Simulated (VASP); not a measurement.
# Ag (Fm-3m) in VASP: notebook, part 2 of 2

VASP 6.6.1. The steps go on from the part before.

**5. Single point, PBE exchange alone, non-collinear spin, zero start, spin-orbit coupling**

This run uses another cell than the first one, of 21.31 Å³/atom.

INCAR reads:

```
SYSTEM = Ag
PREC = Accurate
ENCUT = 520
EDIFF = 1E-6
ISMEAR = 0
SIGMA = 0.1
LREAL = .FALSE.
LASPH = .TRUE.
NELM = 150
ALGO = Normal
ISIF = 2
LWAVE = .FALSE.
LCHARG = .FALSE.
MAGMOM = 0 0 0
LORBIT = 11
LSORBIT = .TRUE.
GGA_COMPAT = .FALSE.
LORBMOM = .TRUE.
LMAXMIX = 4
GGA = PE
ALDAC = 0.0
AGGAC = 0.0
NBANDS = 22
```

KPOINTS reads:

```
Automatic mesh
0
G
  11 11 11
  0 0 0
```

POSCAR reads:

```
Ag
1.0
    0.0000000000      2.2004857315      2.2004857315
    2.2004857315      0.0000000000      2.2004857315
    2.2004857315      2.2004857315      0.0000000000
Ag
1
Direct
    0.0000000000      0.0000000000      0.0000000000
```

Potentials or basis: VASP PAW PBE potentials, release 64 (Ag).

The run is started by

```
$ cat potpaw_PBE.64/Ag/POTCAR > POTCAR
$ mpirun -np 1 vasp_ncl > vasp.out
```

OUTCAR:

```text
SYSTEM = Ag
   PREC = Accurate
   ENCUT = 520
   EDIFF = 1E-6
   ISMEAR = 0
   LREAL = .FALSE.
   LASPH = .TRUE.
   NELM = 150
   ISIF = 2
   LORBIT = 11
   LSORBIT = .TRUE.
   GGA = PE

 ion  position               nearest neighbor table
   1  0.000  0.000  0.000-

  LATTYP: Found a face centered cubic cell.
 ALAT       =     4.4009714630

  Lattice vectors:

 A1 = (   0.0000000000,   2.2004857315,   2.2004857315)
 A2 = (   2.2004857315,   0.0000000000,   2.2004857315)
 A3 = (   2.2004857315,   2.2004857315,   0.0000000000)

Analysis of symmetry for initial positions (statically):
=====================================================================
 Subroutine PRICEL returns:
 Original cell was already a primitive cell.

 Routine SETGRP: Setting up the symmetry group for a
 face centered cubic supercell.

 Subroutine GETGRP returns: Found 48 space group operations
 (whereof 48 operations were pure point group operations)
 out of a pool of 48 trial point group operations.

The static configuration has the point symmetry O_h .

Analysis of symmetry for dynamics (positions and initial velocities):
=====================================================================
 Subroutine PRICEL returns:
 Original cell was already a primitive cell.

 Routine SETGRP: Setting up the symmetry group for a
 face centered cubic supercell.

 Subroutine GETGRP returns: Found 48 space group operations
 (whereof 48 operations were pure point group operations)
 out of a pool of 48 trial point group operations.

The dynamic configuration has the point symmetry O_h .

Analysis of structural, dynamic, and magnetic symmetry:
=====================================================================
 Subroutine PRICEL returns:
 Original cell was already a primitive cell.

 Routine SETGRP: Setting up the symmetry group for a
 face centered cubic supercell.

 Subroutine GETGRP returns: Found 48 space group operations
 (whereof 48 operations were pure point group operations)
 out of a pool of 48 trial point group operations.

The overall configuration has the point symmetry O_h .

 Subroutine INISYM returns: Found 48 space group operations
 (whereof 48 operations are pure point group operations),
 and found     1 'primitive' translations

----------------------------------------------------------------------------------------

                                     Primitive cell

  volume of cell :      21.3101

  direct lattice vectors                    reciprocal lattice vectors
     0.000000000  2.200485732  2.200485732    -0.227222559  0.227222559  0.227222559
     2.200485732  0.000000000  2.200485732     0.227222559 -0.227222559  0.227222559
     2.200485732  2.200485732  0.000000000     0.227222559  0.227222559 -0.227222559

  length of vectors
     3.111956765  3.111956765  3.111956765     0.393561018  0.393561018  0.393561018

  position of ions in fractional coordinates (direct lattice)
     0.000000000  0.000000000  0.000000000

  ion indices of the primitive-cell ions
   primitive index   ion index
                 1           1

----------------------------------------------------------------------------------------

 KPOINTS: Automatic mesh

Automatic generation of k-mesh.
[... 94 lines left out ...]
   IVDW    =     0    specifies the selected vdW correction
   LEPSILON=     F    determine dielectric tensor
   LRPA    =     F    only Hartree local field effects (RPA)
 Gauss-broadening in eV      SIGMA  =   0.10
  energy-cutoff  :      520.00
  volume of cell :       21.31
 maximum number of plane-waves:      1168
   NGX = 11   NGY = 11   NGZ = 11

 number of electron      11.0000000 magnetization       0.0000000      0.0000000      0.0000000

 number of electron      11.0000003 magnetization      -0.0000000      0.0000000      0.0000000

 number of electron      11.0000003 magnetization       0.0000000     -0.0000000     -0.0000000

 Free energy of the ion-electron system (eV)
  ---------------------------------------------------
  ext. energy  EPLUGINS =         0.00000000
  ---------------------------------------------------
  free energy    TOTEN  =        -1.47060923 eV

  energy without entropy =       -1.46831790  energy(sigma->0) =       -1.46946357

 E-fermi :   7.5807     XC(G=0):  -9.2759

 val. band max:        7.4691603133   @ k =  -0.2727   0.2727   0.0000
 cond. band min:       7.6470257756   @ k =  -0.2727   0.2727   0.0909
 fundamental gap:      0.1778654622
 Fermi energy:         7.5807317349

 k-point     1 :       0.0000    0.0000    0.0000
  band No.  band energies     occupation
      1       1.0460      1.00000
      2       1.0460      1.00000
      3       2.9503      1.00000
      4       2.9503      1.00000
      5       2.9503      1.00000
      6       2.9503      1.00000
[... 589 lines left out ...]
     21      26.2688      0.00000
     22      26.2688      0.00000

 [... further k-points ...]

------------------------ aborting loop because EDIFF is reached ----------------------------------------

  FORCE on cell =-STRESS in cart. coord.  units (eV):
  Direction    XX          YY          ZZ          XY          YZ          ZX
  --------------------------------------------------------------------------------------
  -------------------------------------------------------------------------------------
  Total        0.2881812      0.2881812      0.2881812      0.0000000      0.0000000     -0.0000000
  in kB       21.6665879     21.6665879     21.6665879      0.0000000      0.0000000     -0.0000000
  external PRESSURE =      21.6665879 kB  Pullay stress =       0.0000000 kB

 VOLUME and BASIS-vectors are now :
 -----------------------------------------------------------------------------
  energy-cutoff  :      520.00
  volume of cell :       21.31
      direct lattice vectors                 reciprocal lattice vectors
     0.000000000  2.200485732  2.200485732    -0.227222559  0.227222559  0.227222559
     2.200485732  0.000000000  2.200485732     0.227222559 -0.227222559  0.227222559
     2.200485732  2.200485732  0.000000000     0.227222559  0.227222559 -0.227222559

 POSITION                                       TOTAL-FORCE (eV/Angst)
 -----------------------------------------------------------------------------------
      0.00000      0.00000      0.00000         0.000000      0.000000      0.000000
 -----------------------------------------------------------------------------------
    total drift:                               -0.000000      0.000000     -0.000000

  FREE ENERGIE OF THE ION-ELECTRON SYSTEM (eV)
  ---------------------------------------------------
  free  energy   TOTEN  =        -1.4706092292 eV

  energy  without entropy=       -1.4683179046  energy(sigma->0) =       -1.46946357

 orbital moment (x)

 # of ion     p       d       tot
 ----------------------------------------
  1         0.000   0.000   0.000
 ----------------------------------------
            0.000   0.000   0.000

 orbital moment (y)

 # of ion     p       d       tot
 ----------------------------------------
  1         0.000   0.000   0.000
 ----------------------------------------
            0.000   0.000   0.000

 orbital moment (z)

 # of ion     p       d       tot
 ----------------------------------------
  1         0.000   0.000   0.000
 ----------------------------------------
            0.000   0.000   0.000

 Spin-Orbit-Coupling matrix elements

 Ion:    1  E_soc:     -0.0485021
 l=   1
     0.0000000    -0.0013304    -0.0013304
    -0.0013304     0.0000000    -0.0013304
    -0.0013304    -0.0013304     0.0000000
 l=   2
     0.0000000    -0.0014283     0.0000000    -0.0014283    -0.0053249
    -0.0014283     0.0000000    -0.0039937    -0.0014283    -0.0013312
     0.0000000    -0.0039937     0.0000000    -0.0039937     0.0000000
    -0.0014283    -0.0014283    -0.0039937     0.0000000    -0.0013312
    -0.0053249    -0.0013312     0.0000000    -0.0013312     0.0000000
 l=   3
     0.0000000     0.0000000     0.0000000     0.0000000     0.0000000     0.0000000     0.0000000
     0.0000000     0.0000000     0.0000000     0.0000000     0.0000000     0.0000000     0.0000000
     0.0000000     0.0000000     0.0000000     0.0000000     0.0000000     0.0000000     0.0000000
     0.0000000     0.0000000     0.0000000     0.0000000     0.0000000     0.0000000     0.0000000
     0.0000000     0.0000000     0.0000000     0.0000000     0.0000000     0.0000000     0.0000000
     0.0000000     0.0000000     0.0000000     0.0000000     0.0000000     0.0000000     0.0000000
     0.0000000     0.0000000     0.0000000     0.0000000     0.0000000     0.0000000     0.0000000

 total charge

# of ion       s       p       d       tot
------------------------------------------
    1        0.372   0.184   9.183   9.739

 magnetization (x)

# of ion       s       p       d       tot
------------------------------------------
    1        0.000  -0.000   0.000  -0.000

 magnetization (y)

# of ion       s       p       d       tot
------------------------------------------
    1        0.000  -0.000   0.000   0.000

 magnetization (z)

# of ion       s       p       d       tot
------------------------------------------
    1        0.000  -0.000   0.000   0.000
```

OSZICAR:

```text
N       E                     dE             d eps       ncg     rms          rms(c)
DAV:   1     0.661320229516E+02    0.66132E+02   -0.53932E+03  2480   0.944E+02
DAV:   2    -0.246614896102E+00   -0.66379E+02   -0.61196E+02  2788   0.228E+02
DAV:   3    -0.171136856900E+01   -0.14648E+01   -0.14601E+01  2814   0.368E+01
DAV:   4    -0.171771607571E+01   -0.63475E-02   -0.63470E-02  2722   0.246E+00
DAV:   5    -0.171779591016E+01   -0.79834E-04   -0.79835E-04  2790   0.280E-01    0.337E+00
DAV:   6    -0.147477654548E+01    0.24302E+00   -0.58496E-01  2680   0.101E+01    0.194E+00
DAV:   7    -0.147210030143E+01    0.26762E-02   -0.67243E-03  2680   0.870E-01    0.115E+00
DAV:   8    -0.147057724641E+01    0.15231E-02   -0.54039E-04  2706   0.255E-01    0.264E-01
DAV:   9    -0.147059205625E+01   -0.14810E-04   -0.12042E-05  2776   0.314E-02    0.238E-02
DAV:  10    -0.147060601941E+01   -0.13963E-04   -0.90860E-06  2650   0.308E-02    0.962E-03
DAV:  11    -0.147060937910E+01   -0.33597E-05   -0.38877E-06  2644   0.210E-02    0.113E-03
DAV:  12    -0.147060922916E+01    0.14993E-06   -0.47471E-08  1622   0.213E-03
   1 F= -.14706092E+01 E0= -.14694636E+01  d E =-.229132E-02  mag=    -0.0000     0.0000     0.0000
```

Run time: 17 s. Hardware: 1 thread of Intel Xeon 6975P-C (Granite Rapids), shared host; peak memory 0.21 GiB.

What came out:

```
Free energy                                           : -1.4706 eV
Pressure                                              : 2.2 GPa
Net moment                                            : 0.00 μB per cell
Valence electrons inside the program's atomic spheres : Ag 9.74
```

Moments on the atoms (μB; x, y, z):
```
Ag  0.00 0.00 0.00
```

**6. Summary**

| level | spin | cell | k mesh | smearing | gap on the mesh (eV) | pressure (GPa) | moment (μB) |
| --- | --- | --- | --- | --- | --- | --- | --- |
| PBE+D3(BJ) | off | a = 2.888 Å, angles 60.0°, 1 atom | 11 × 11 × 11 | fermi-dirac 0.05 eV | none | -1.4 | - |
| BLYP | off | a = 2.889 Å, angles 60.0°, 1 atom | 16 × 16 × 16 | gaussian 0.1 eV | none | 12.3 | - |
| PBEsol | non-collinear, zero start, SOC | a = 2.889 Å, angles 60.0°, 1 atom | 11 × 11 × 11 | methfessel-paxton 0.1 eV | - | -3.3 | 0.00 |
| PBE exchange alone | non-collinear, zero start, SOC | a = 3.112 Å, angles 60.0°, 1 atom | 11 × 11 × 11 | gaussian 0.1 eV | - | 2.2 | 0.00 |

Alike in all rows: task single point; potentials or basis VASP PAW PBE potentials, release 64 (Ag); cutoff (eV) 520.

The pressure there spans -3.3 GPa (PBEsol) to 12.3 GPa (BLYP); a positive pressure means that this level wants a larger cell, a negative one a smaller.

Caveats: the PAW data sets were made with another functional, which shifts forces and pressure a little (at least some runs); three body term missing (at least some runs); the cell stands under pressure (at least some runs); the cell stands under tension (at least some runs).

Total energies depend on the potentials used, so only differences within one code and one set of settings carry meaning.

The gap in the log of VASP goes by the Fermi energy; the results here count the filled bands.